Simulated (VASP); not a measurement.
Here is a VASP 6.6.1 calculation.

File INCAR:

```
SYSTEM = Ta2C
ALGO = Normal
EDIFF = 1E-6
ENCUT = 520
GGA = PS
ISIF = 2
ISMEAR = 0
LASPH = .True.
LCHARG = .False.
LREAL = .False.
LWAVE = .False.
NBANDS = 20
NELM = 100
PREC = Accurate
SIGMA = 0.1
```

File KPOINTS:

```
k-points
0
Gamma
  18 18 10
  0 0 0
```

File POSCAR:

```
Ta2C
1.0
    3.0643476896      0.0000000000      0.0000000000
   -1.5321738448      2.6538029452      0.0000000000
    0.0000000000      0.0000000000      4.9498786102
Ta C
2 1
Direct
    0.3333333333      0.6666666667      0.2534688836
    0.6666666667      0.3333333333      0.7465311164
    0.0000000000      0.0000000000      0.0000000000
```

Potentials or basis: VASP PAW PBE potentials, release 64 (Ta_pv, C).

The run is started by

```sh
$ cat potpaw_PBE.64/Ta_pv/POTCAR potpaw_PBE.64/C/POTCAR > POTCAR
$ mpirun -np 1 vasp_std > vasp.out
```

Task: What does it give for the band gap on the k mesh?

Result: Zero (band 13 reaches 7.13 eV, above the bottom of band 14 at 6.38 eV).

Task: Predict the pressure.

Result: 4.5 GPa.

Task: Estimate the largest force.

Result: 0.048 eV/Å.

Stress tensor (GPa, compression positive):
```
6.49 0.00 0.00
0.00 6.49 0.00
0.00 0.00 0.53
```

Caveat: the cell differs from its parent crystal (biaxial strain in the a-b plane: -1.0 %, then relaxed in part); the PAW data sets were made with another functional, which shifts forces and pressure a little; spin-orbit coupling is left out, which moves the levels of the heavy elements.
